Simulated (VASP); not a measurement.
# MoS2 (P-6m2) in VASP: further runs

The runs below take MoS2 through single point, with PBEsol+D3(BJ), PBEsol, PBEsol+U.

All numbers are computed with VASP 6.6.1; they aren't measurements. Logs are shortened: lines on timing, memory, paths and dates and some standing lists are left out, and cuts for length are marked.

## Step 1: The cell of the first run

It takes space group P-6m2 (No. 187, hexagonal). The conventional cell has a = 3.110 Å, b = 3.110 Å, c = 18.205 Å, α = 90.00°, β = 90.00°, γ = 120.00°. Mo (site symmetry 3m) has 6 S at 2.38 Å within 3.1 Å. Mo (site symmetry -6m2) has 6 S at 2.38 Å within 3.1 Å. Within 3.1 Å of S (site symmetry 3m) lie 3 Mo at 2.38 Å. S (site symmetry 3m) has 3 Mo at 2.38 Å within 3.1 Å. Within 3.1 Å of S (site symmetry 3m) lie 3 Mo at 2.38 Å.

## Step 2: Single point, PBEsol+D3(BJ)

Contents of INCAR:

```
PREC = Accurate
ENCUT = 520
EDIFF = 1E-6
ISMEAR = -1
SIGMA = 0.05
LREAL = F
LASPH = T
NELM = 100
ALGO = Normal
ISIF = 2
LWAVE = F
LCHARG = F
GGA = PS
IVDW = 12
NBANDS = 49
```

Contents of KPOINTS:

```
Automatic mesh
0
Gamma
  10 10 1
```

Contents of POSCAR:

```
MoS2
1.0
    3.1095008894      0.0000000000      0.0000000000
   -1.5547504447      2.6929067633      0.0000000000
    0.0000000000      0.0000000000     18.2054123426
Mo S
3 6
Direct
    0.3333333333      0.6666666667      0.3216975759
    0.3333333333      0.6666666667      0.6783024241
    0.6666666667      0.3333333333      0.0000000000
    0.6666666667      0.3333333333      0.2357748917
    0.6666666667      0.3333333333      0.5924669864
    0.3333333333      0.6666666667      0.9141393029
    0.6666666667      0.3333333333      0.4075330136
    0.6666666667      0.3333333333      0.7642251083
    0.3333333333      0.6666666667      0.0858606971
```

Potentials or basis: VASP PAW PBE potentials, release 64 (Mo_sv, S).

On the command line:

```bash
$ cat potpaw_PBE.64/Mo_sv/POTCAR potpaw_PBE.64/S/POTCAR > POTCAR
$ mpirun -np 1 vasp_std > vasp.out
```

OUTCAR:

```text
PREC = Accurate
   ENCUT = 520
   EDIFF = 1E-6
   ISMEAR = -1
   LREAL = F
   LASPH = T
   NELM = 100
   ISIF = 2
   GGA = PS
   IVDW = 12
 IVDW          = 12

 ion  position               nearest neighbor table
   1  0.333  0.667  0.322-   7 2.38   7 2.38   7 2.38   4 2.38   4 2.38   4 2.38
   2  0.333  0.667  0.678-   5 2.38   5 2.38   5 2.38   8 2.38   8 2.38   8 2.38
   3  0.667  0.333  0.000-   6 2.38   9 2.38   6 2.38   9 2.38   6 2.38   9 2.38
   4  0.667  0.333  0.236-   1 2.38   1 2.38   1 2.38
   5  0.667  0.333  0.592-   2 2.38   2 2.38   2 2.38
   6  0.333  0.667  0.914-   3 2.38   3 2.38   3 2.38
   7  0.667  0.333  0.408-   1 2.38   1 2.38   1 2.38
   8  0.667  0.333  0.764-   2 2.38   2 2.38   2 2.38
   9  0.333  0.667  0.086-   3 2.38   3 2.38   3 2.38

  LATTYP: Found a hexagonal cell.
 ALAT       =     3.1095008894
 C/A-ratio  =     5.8547699422

  Lattice vectors:

 A1 = (   3.1095008894,   0.0000000000,   0.0000000000)
 A2 = (  -1.5547504447,   2.6929067633,   0.0000000000)
 A3 = (   0.0000000000,   0.0000000000,  18.2054123426)

Analysis of symmetry for initial positions (statically):
=====================================================================
 Subroutine PRICEL returns:
 Original cell was already a primitive cell.

 Routine SETGRP: Setting up the symmetry group for a
 hexagonal supercell.

 Subroutine GETGRP returns: Found 12 space group operations
 (whereof 12 operations were pure point group operations)
 out of a pool of 24 trial point group operations.

The static configuration has the point symmetry D_3h.

Analysis of symmetry for dynamics (positions and initial velocities):
=====================================================================
 Subroutine PRICEL returns:
 Original cell was already a primitive cell.

 Routine SETGRP: Setting up the symmetry group for a
 hexagonal supercell.

 Subroutine GETGRP returns: Found 12 space group operations
 (whereof 12 operations were pure point group operations)
 out of a pool of 24 trial point group operations.

The dynamic configuration has the point symmetry D_3h.

 Subroutine INISYM returns: Found 12 space group operations
 (whereof 12 operations are pure point group operations),
 and found     1 'primitive' translations

[... 100 lines left out ...]
   NSW    =      0    number of steps for IOM
   IBRION =     -1    ionic relax: 0-MD 1-quasi-New 2-CG
   NFREE  =      0    steps in history (QN), initial steepest desc. (CG)
   ISIF   =      2    stress and relaxation
   ISYM   =      2    0-nonsym 1-usesym 2-fastsym
   POTIM  = 0.5000    time-step for ionic-motion
   TEBEG  =    0.0;   TEEND  =   0.0 temperature during run
   PSTRESS=    0.0 pullay stress
   NELECT =      78.0000    total number of electrons
   NUPDOWN=      -1.0000    fix difference up-down
   EMIN   =  10.00;   EMAX   =-10.00  energy-range for DOS
   EFERMI =   0.00;   METHOD = LEGACY
   ISMEAR =    -1;   SIGMA  =   0.05  broadening in eV -4-tet -1-fermi 0-gaus
   EFERMI_NEDOS =   21; number of points for ismear=-14 and -15
   IALGO  =     38    algorithm
   IMIX   =      4    mixing-type and parameters
     AMIX     =   0.40;   BMIX     =  1.00
     AMIX_MAG =   1.60;   BMIX_MAG =  1.00
  volume/ion in A,a.u.               =      16.94       114.31
  Fermi-wavevector in a.u.,A,eV,Ry     =   1.309390  2.474387 23.327201  1.714501
  Thomas-Fermi vector in A             =   2.439992
   LORBIT       =      0    0 simple, 1 ext, 2 COOP (PROOUT), +10 PAW based schemes
   GGA     = PS    functional components
   LHFCALC =     F    Hartree Fock is set to
   AEXX    =    0.0000 exact exchange contribution
   IVDW    =    12    specifies the selected vdW correction
   LEPSILON=     F    determine dielectric tensor
   LRPA    =     F    only Hartree local field effects (RPA)
 non-spin polarized calculation
  energy-cutoff  :      520.00
  volume of cell :      152.44
 maximum number of plane-waves:      4136
 NGX is ok and might be reduce to    24
   NGX = 11   NGY = 11   NGZ = 67

 number of electron      78.0000003 magnetization

 Free energy of the ion-electron system (eV)
  ---------------------------------------------------
  ext. energy  EPLUGINS =         0.00000000
  ---------------------------------------------------
  free energy    TOTEN  =       -70.18230356 eV

  energy without entropy =      -70.18227946  energy(sigma->0) =      -70.18229151

 E-fermi :   8.4972     XC(G=0): -11.2567

 val. band max:        8.1653899988   @ k =   0.0000   0.0000   0.0000
 cond. band min:       8.9274702528   @ k =   0.2000   0.2000   0.0000
 fundamental gap:      0.7620802540
 Fermi energy:         8.4971903550

 k-point     1 :       0.0000    0.0000    0.0000
  band No.  band energies     occupation
      1     -53.2449      2.00000
      2     -53.2422      2.00000
      3     -53.2422      2.00000
      4     -27.4801      2.00000
      5     -27.4801      2.00000
      6     -27.4798      2.00000
[... 717 lines left out ...]
     48      11.2241      0.00000
     49      12.4579      0.00000

------------------------ aborting loop because EDIFF is reached ----------------------------------------

 Edisp (eV)   -3.48935

 E8    (eV) :    -2.1914

  FORCE on cell =-STRESS in cart. coord.  units (eV):
  Direction    XX          YY          ZZ          XY          YZ          ZX
  --------------------------------------------------------------------------------------
  -------------------------------------------------------------------------------------
  Total      -0.03574    -0.03574    -0.06581     0.00000    -0.00000    -0.00000
  in kB      -0.37562    -0.37562    -0.69171     0.00000    -0.00000    -0.00000
  external pressure =       -0.48 kB  Pullay stress =        0.00 kB

 VOLUME and BASIS-vectors are now :
 -----------------------------------------------------------------------------
  energy-cutoff  :      520.00
  volume of cell :      152.44
      direct lattice vectors                 reciprocal lattice vectors
     3.109500889  0.000000000  0.000000000     0.321595020  0.185672971  0.000000000
    -1.554750445  2.692906763  0.000000000     0.000000000  0.371345942  0.000000000
     0.000000000  0.000000000 18.205412343     0.000000000  0.000000000  0.054928720

 POSITION                                       TOTAL-FORCE (eV/Angst)
 -----------------------------------------------------------------------------------
     -0.00000      1.79527      5.85664         0.000000     -0.000000      0.009590
     -0.00000      1.79527     12.34878         0.000000     -0.000000     -0.009590
      1.55475      0.89764      0.00000        -0.000000      0.000000     -0.000000
      1.55475      0.89764      4.29238        -0.000000      0.000000      0.003635
      1.55475      0.89764     10.78611        -0.000000      0.000000      0.008317
     -0.00000      1.79527     16.64228         0.000000      0.000000      0.002749
      1.55475      0.89764      7.41931        -0.000000      0.000000     -0.008317
      1.55475      0.89764     13.91303        -0.000000      0.000000     -0.003635
     -0.00000      1.79527      1.56313         0.000000      0.000000     -0.002749
 -----------------------------------------------------------------------------------
    total drift:                                0.000000     -0.000000      0.000000

  FREE ENERGIE OF THE ION-ELECTRON SYSTEM (eV)
  ---------------------------------------------------
  free  energy   TOTEN  =       -73.6716527197 eV

  energy  without entropy=      -73.6716286158  energy(sigma->0) =      -73.67164067
```

OSZICAR:

```text
N       E                     dE             d eps       ncg     rms          rms(c)
DAV:   1     0.718390246025E+03    0.71839E+03   -0.43798E+04  1484   0.152E+03
DAV:   2    -0.329855887740E+02   -0.75138E+03   -0.72548E+03  1660   0.401E+02
DAV:   3    -0.734106955586E+02   -0.40425E+02   -0.39776E+02  1701   0.841E+01
DAV:   4    -0.743409567040E+02   -0.93026E+00   -0.92657E+00  1750   0.125E+01
DAV:   5    -0.743613654476E+02   -0.20409E-01   -0.20393E-01  1743   0.182E+00    0.469E+01
DAV:   6    -0.711698456357E+02    0.31915E+01   -0.20981E+01  1515   0.226E+01    0.162E+01
DAV:   7    -0.707820352849E+02    0.38781E+00   -0.97010E+00  1513   0.147E+01    0.106E+01
DAV:   8    -0.701786112746E+02    0.60342E+00   -0.20258E+00  1607   0.721E+00    0.383E+00
DAV:   9    -0.702012902754E+02   -0.22679E-01   -0.22244E-01  1758   0.188E+00    0.190E+00
DAV:  10    -0.701821112229E+02    0.19179E-01   -0.85148E-02  1635   0.153E+00    0.485E-01
DAV:  11    -0.701824321696E+02   -0.32095E-03   -0.46656E-03  1671   0.316E-01    0.237E-01
DAV:  12    -0.701823239268E+02    0.10824E-03   -0.42554E-04  1610   0.902E-02    0.150E-01
DAV:  13    -0.701822958233E+02    0.28103E-04   -0.14393E-04  1704   0.517E-02    0.936E-02
DAV:  14    -0.701823012631E+02   -0.54398E-05   -0.49670E-05  1664   0.287E-02    0.335E-02
DAV:  15    -0.701823025797E+02   -0.13166E-05   -0.24679E-06  1423   0.712E-03    0.290E-02
DAV:  16    -0.701823035593E+02   -0.97963E-06   -0.20571E-06  1296   0.634E-03
   1 F= -.73671653E+02 E0= -.73671641E+02  d E =-.241039E-04
```

Run time: 2.4 min. Hardware: 1 thread of AMD EPYC 7R13 (Zen 3), shared host; peak memory 0.27 GiB.

What came out:

* Free energy: -73.6717 eV
* Pressure: 0.0 GPa
* Largest force: 0.010 eV/Å
* Band gap on the k mesh: 0.76 eV, indirect (least direct gap 2.04 eV)
* Dispersion energy per atom: -0.388 eV

Forces in eV/Å, atoms in the order of the input:
```
Mo   0.000  0.000  0.010
Mo   0.000  0.000 -0.010
Mo   0.000  0.000  0.000
S    0.000  0.000  0.004
S    0.000  0.000  0.008
S    0.000  0.000  0.003
S    0.000  0.000 -0.008
S    0.000  0.000 -0.004
S    0.000  0.000 -0.003
```

Levels at points of the mesh, in eV from the valence-band top:
```csv
k point,band 37,band 38,band 39,band 40,band 41,band 42
"(0.00, 0.00, 0.00)",-1.21,-0.19,0.00,2.17,2.17,2.17
"(0.50, 0.00, 0.00)",-1.48,-1.44,-1.27,1.75,1.78,1.80
```

Caveat: the PAW data sets were made with another functional, which shifts forces and pressure a little. A k mesh can miss the band edges.

## Step 3: Single point, PBEsol

This run uses another cell than the first one, of 26.59 Å³/atom, 1.570 times its volume.

Contents of INCAR:

```
PREC = Accurate ; ENCUT = 520
EDIFF = 1E-7 ; ISMEAR = -1
SIGMA = 0.05 ; LREAL = F
LASPH = T ; NELM = 60
ALGO = Normal ; ISIF = 2
LWAVE = F ; LCHARG = T
GGA = PS ; LELF = T
LVHAR = T ; NBANDS = 49
```

KPOINTS is that of step 2.

Contents of POSCAR:

```
MoS2
1.0
    3.1407401852      0.0000000000      0.0000000000
   -1.5703700926      2.7199607871      0.0000000000
    0.0000000000      0.0000000000     28.0138904766
Mo S
3 6
Direct
    0.3333333333      0.6666666667      0.2244447597
    0.3333333333      0.6666666667      0.7755552403
    0.6666666667      0.3333333333      0.0000000000
    0.6666666667      0.3333333333      0.1687799480
    0.6666666667      0.3333333333      0.7199405156
    0.3333333333      0.6666666667      0.9443398674
    0.6666666667      0.3333333333      0.2800594844
    0.6666666667      0.3333333333      0.8312200520
    0.3333333333      0.6666666667      0.0556601326
```

Potentials or basis: VASP PAW PBE potentials, release 64 (Mo_sv, S).

On the command line:

```bash
$ cat potpaw_PBE.64/Mo_sv/POTCAR potpaw_PBE.64/S/POTCAR > POTCAR
$ mpirun -np 1 vasp_std > vasp.out
```

Wall time 5.1 min (1 thread of Intel Xeon Platinum 8488C (Sapphire Rapids), shared host); peak memory 0.4 GiB.

Results (log left out):

```yaml
Free_energy: -70.3311 eV
Largest_force: 0.004 eV/Å
Band_gap_on_the_k_mesh: 1.25 eV, indirect (least direct gap 2.00 eV)
```

Forces in eV/Å, atoms in the order of the input:
```
Mo   0.000  0.000  0.001
Mo   0.000  0.000 -0.001
Mo   0.000  0.000  0.000
S    0.000  0.000 -0.003
S    0.000  0.000 -0.004
S    0.000  0.000 -0.001
S    0.000  0.000  0.004
S    0.000  0.000  0.003
S    0.000  0.000  0.001
```

Levels at points of the mesh, in eV from the valence-band top:
| k point | band 35 | band 36 | band 37 | band 38 | band 39 | band 40 | band 41 | band 42 | band 43 | band 44 |
| --- | --- | --- | --- | --- | --- | --- | --- | --- | --- | --- |
| (0.00, 0.00, 0.00) | -1.93 | -1.66 | -0.82 | -0.32 | 0.00 | 2.40 | 2.40 | 2.41 | 2.41 | 2.42 |
| (0.50, 0.00, 0.00) | -1.36 | -1.31 | -1.19 | -1.15 | -1.13 | 1.92 | 1.93 | 1.94 | 2.34 | 2.44 |

Caveat: the PAW data sets were made with another functional, which shifts forces and pressure a little.

## Step 4: Single point, PBEsol

This run uses another cell than the first one, of 26.59 Å³/atom, 1.570 times its volume.

Contents of INCAR:

```
ALGO = Normal ; EDIFF = 1E-6
ENCUT = 520 ; GGA = PS
ISIF = 2 ; ISMEAR = -1
LASPH = T ; LCHARG = F
LREAL = F ; LWAVE = F
NBANDS = 49 ; NELM = 60
PREC = Accurate ; SIGMA = 0.05
```

Contents of KPOINTS:

```
k-points
0
Gamma
  10 10 1
```

Contents of POSCAR:

```
MoS2
1.0
    3.1407400563      0.0000000000      0.0000000000
   -1.5703700281      2.7199606754      0.0000000000
    0.0000000000      0.0000000000     28.0138644461
Mo S
3 6
Direct
    0.3333333333      0.6666666667      0.2244448584
    0.3333333333      0.6666666667      0.7755551416
    0.6666666667      0.3333333333      0.0000000000
    0.6666666667      0.3333333333      0.1687799974
    0.6666666667      0.3333333333      0.7199403689
    0.3333333333      0.6666666667      0.9443398182
    0.6666666667      0.3333333333      0.2800596311
    0.6666666667      0.3333333333      0.8312200026
    0.3333333333      0.6666666667      0.0556601818
```

On the command line:

```bash
$ cat potpaw_PBE.64/Mo_sv/POTCAR potpaw_PBE.64/S/POTCAR > POTCAR
$ mpirun -np 1 vasp_std > vasp.out
```

Run time: 3.3 min. Hardware: 1 thread of Intel Xeon Platinum 8488C (Sapphire Rapids), shared host; peak memory 0.4 GiB.

It converged, with:

- Free energy: -70.3311 eV
- Largest force: 0.004 eV/Å
- Band gap on the k mesh: 1.25 eV, indirect (least direct gap 2.00 eV)

Forces on the atoms (eV/Å):
```
Mo   0.000  0.000  0.001
Mo   0.000  0.000 -0.001
Mo   0.000  0.000  0.000
S    0.000  0.000 -0.003
S    0.000  0.000 -0.004
S    0.000  0.000 -0.001
S    0.000  0.000  0.004
S    0.000  0.000  0.003
S    0.000  0.000  0.001
```

Levels at points of the mesh, in eV from the valence-band top:
```
           k point  band 35  band 36  band 37  band 38  band 39  band 40  band 41  band 42  band 43  band 44
(0.00, 0.00, 0.00)    -1.93    -1.66    -0.82    -0.32     0.00     2.40     2.40     2.41     2.41     2.42
(0.50, 0.00, 0.00)    -1.36    -1.31    -1.19    -1.15    -1.13     1.92     1.93     1.94     2.34     2.44
```

Caveat: the PAW data sets were made with another functional, which shifts forces and pressure a little.

## Step 5: Single point, PBEsol+U

This run uses another cell than the first one, of 26.58 Å³/atom, 1.569 times its volume.

Contents of INCAR:

```
SYSTEM = MoS2
ALGO = Normal
EDIFF = 1E-7
ENCUT = 520
GGA = PS
ISIF = 2
ISMEAR = -1
LASPH = .TRUE.
LCHARG = .FALSE.
LDAU = .TRUE.
LDAUJ = 0 0
LDAUL = 2 -1
LDAUPRINT = 1
LDAUTYPE = 2
LDAUU = 1 0
LMAXMIX = 4
LREAL = .FALSE.
LWAVE = .FALSE.
NBANDS = 49
NELM = 150
PREC = Accurate
SIGMA = 0.05
```

Contents of KPOINTS:

```
k-points
0
G
  10 10 1
  0 0 0
```

Contents of POSCAR:

```
MoS2
1.0
    3.1406896114      0.0000000000      0.0000000000
   -1.5703448057      2.7199169889      0.0000000000
    0.0000000000      0.0000000000     28.0055782101
Mo S
3 6
Direct
    0.3333333333      0.6666666667      0.2243746637
    0.3333333333      0.6666666667      0.7756253363
    0.6666666667      0.3333333333      0.0000000000
    0.6666666667      0.3333333333      0.1687021834
    0.6666666667      0.3333333333      0.7200026428
    0.3333333333      0.6666666667      0.9443319947
    0.6666666667      0.3333333333      0.2799973572
    0.6666666667      0.3333333333      0.8312978166
    0.3333333333      0.6666666667      0.0556680053
```

On the command line:

```bash
$ cat potpaw_PBE.64/Mo_sv/POTCAR potpaw_PBE.64/S/POTCAR > POTCAR
$ mpirun -np 1 vasp_std > vasp.out
```

Run time: 3.7 min. Hardware: 1 thread of Intel Xeon Platinum 8488C (Sapphire Rapids), shared host; peak memory 0.39 GiB.

It converged, with:

* Free energy: -66.7206 eV
* Largest force: 0.074 eV/Å
* Band gap on the k mesh: 1.25 eV, indirect (least direct gap 1.99 eV)

Forces on the atoms (eV/Å):
```
Mo   0.000  0.000  0.001
Mo   0.000  0.000 -0.001
Mo   0.000  0.000  0.000
S    0.000  0.000 -0.073
S    0.000  0.000 -0.074
S    0.000  0.000 -0.071
S    0.000  0.000  0.074
S    0.000  0.000  0.073
S    0.000  0.000  0.071
```

Levels at points of the mesh, in eV from the valence-band top:
```
           k point  band 36  band 37  band 38  band 39  band 40  band 41  band 42  band 43
(0.00, 0.00, 0.00)    -1.67    -0.82    -0.32     0.00     2.41     2.41     2.42     2.42
(0.50, 0.00, 0.00)    -1.33    -1.20    -1.16    -1.14     1.93     1.94     1.95     2.34
```

Eigenvalues of the final occupation matrices:
```csv
site,spin,trace,eigenvalues
site 1 d,1,2.02,0.39 0.39 0.40 0.40 0.42
site 1 d,2,2.02,0.39 0.39 0.40 0.40 0.42
site 2 d,1,2.02,0.39 0.39 0.40 0.40 0.42
site 2 d,2,2.02,0.39 0.39 0.40 0.40 0.42
site 3 d,1,2.02,0.39 0.39 0.40 0.40 0.42
site 3 d,2,2.02,0.39 0.39 0.40 0.40 0.42
```

Caveat: the PAW data sets were made with another functional, which shifts forces and pressure a little.

(Part 1 of 2 ends here.)
